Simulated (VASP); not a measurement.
Write the native input for VASP 6.6.1 that does the following.

| Property | Result |
| --- | --- |
| Task | single point |
| Functional | r2SCAN |
| Potentials or basis | VASP PAW PBE potentials, release 64 (Ta_pv, N) |
| Cutoff | 520 eV |
| k mesh | 18 × 18 × 8 |
| Occupations | gaussian, width 0.15 eV |
| Spin | no spin polarisation |
| Dipole correction | no |
| Further INCAR settings | ALGO = Normal; EDIFF = 1e-06; NBANDS = 24 |

TaN:

```xyz
4
Lattice="2.9017 0.0000 0.0000 -1.4508 2.5129 0.0000 0.0000 0.0000 5.8915" Properties=species:S:1:pos:R:3 pbc="T T T"
Ta    0.0000    0.0000    0.0000
Ta    0.0000    0.0000    2.9458
N     0.0000    1.6753    1.4729
N     1.4508    0.8376    4.4186
```

One way to write it, as run:

POSCAR

```
TaN
1.0
    2.9016586661      0.0000000000      0.0000000000
   -1.4508293331      2.5129101180      0.0000000000
    0.0000000000      0.0000000000      5.8915240713
Ta N
2 2
Direct
    0.0000000000      0.0000000000      0.0000000000
    0.0000000000      0.0000000000      0.5000000000
    0.3333333333      0.6666666667      0.2500000000
    0.6666666667      0.3333333333      0.7500000000
```

INCAR.step1

```
SYSTEM = TaN
  PREC = Accurate
  ENCUT = 520
  ISMEAR = 0
  SIGMA = 0.15
  LREAL = .FALSE.
  LASPH = .TRUE.
  NELM = 60
  NBANDS = 24
  GGA = PE
  ALGO = Normal
  EDIFF = 1E-4
  LWAVE = .TRUE.
  LCHARG = .FALSE.
```

INCAR.step2

```
SYSTEM = TaN
  PREC = Accurate
  ENCUT = 520
  EDIFF = 1E-6
  ISMEAR = 0
  SIGMA = 0.15
  LREAL = .FALSE.
  LASPH = .TRUE.
  NELM = 60
  ALGO = Normal
  ISIF = 2
  LWAVE = .FALSE.
  LCHARG = .FALSE.
  METAGGA = R2SCAN
  LMIXTAU = .TRUE.
  NBANDS = 24
  ISTART = 1
```

KPOINTS

```
Automatic mesh
0
G
  18 18 8
  0 0 0
```

Potentials or basis: VASP PAW PBE potentials, release 64 (Ta_pv, N).

The run is started by

```bash
$ cat potpaw_PBE.64/Ta_pv/POTCAR potpaw_PBE.64/N/POTCAR > POTCAR
$ cp INCAR.step1 INCAR
$ mpirun -np 1 vasp_std > vasp.out
$ cp INCAR.step2 INCAR
$ mpirun -np 1 vasp_std > vasp.out
```

It gave:

```
Pressure               : 1.8 GPa
Band gap on the k mesh : zero (bands 16 and 17 overlap by 1.03 eV)
```

Caveat: the PAW data sets were made with another functional, which shifts forces and pressure a little; spin-orbit coupling is left out, which moves the levels of the heavy elements.

It took 3.9 min on 1 thread of Intel(R) Xeon(R) 6975P-C (Granite Rapids) (shared host), peak memory 0.29 GiB.
